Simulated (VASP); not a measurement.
# NiO2: single point with PBEsol

NiO2:

```
CELL_PARAMETERS angstrom
2.78399 0.00000 0.00000
-1.39199 2.41100 0.00000
0.00000 0.00000 4.97261
ATOMIC_POSITIONS crystal
Ni 0.00000 0.00000 0.50000
O 0.66667 0.33333 0.73794
O 0.33333 0.66667 0.26206
```

This cell differs from its parent crystal: c/a of the conventional cell at fixed volume 1.7861.

- Program: VASP 6.6.1
- Task: single point
- Functional: PBEsol
- Potentials or basis: VASP PAW PBE potentials, release 64 (Ni, O)
- Cutoff: 520 eV
- k mesh: 12 × 12 × 6
- Occupations: gaussian, width 0.05 eV
- Spin: no spin polarisation
- Dipole correction: no
- Further INCAR settings: ALGO = Normal; EDIFF = 1e-06; NBANDS = 18

```json
{"Pressure": "-25.0 GPa", "Largest force": "3.479 eV/Å", "Band gap on the k mesh": "0.69 eV, indirect (least direct gap 0.72 eV)"}
```

Forces in eV/Å, atoms in the order of the input:
```
Ni   0.000  0.000  0.000
O    0.000  0.000 -3.479
O    0.000  0.000  3.479
```

Stress tensor (GPa, compression positive):
```
-17.51   0.00   0.00
  0.00 -17.51   0.00
  0.00   0.00 -39.89
```

Levels at points of the mesh, in eV from the valence-band top:
```tsv
k point	band 8	band 9	band 10	band 11	band 12	band 13	band 14	band 15
(0.00, 0.00, 0.00)	-0.85	-0.61	-0.30	-0.30	1.70	1.70	6.55	11.07
(0.50, 0.00, 0.00)	-1.59	-1.47	-1.04	-0.49	1.48	1.67	10.66	11.78
(0.00, 0.00, 0.50)	-1.60	-0.51	-0.35	-0.35	1.75	1.75	7.84	10.08
(0.50, 0.00, 0.50)	-1.48	-1.35	-1.04	-0.53	1.51	1.57	10.37	11.33
```

Wall time 80 s on 1 thread of Intel(R) Xeon(R) Platinum 8375C CPU @ 2.90GHz (Ice Lake) (shared host), peak memory 0.19 GiB.

Caveat: the PAW data sets were made with another functional, which shifts forces and pressure a little. Spin polarisation is off, so any magnetic state and its effect on volume and gap are missing.
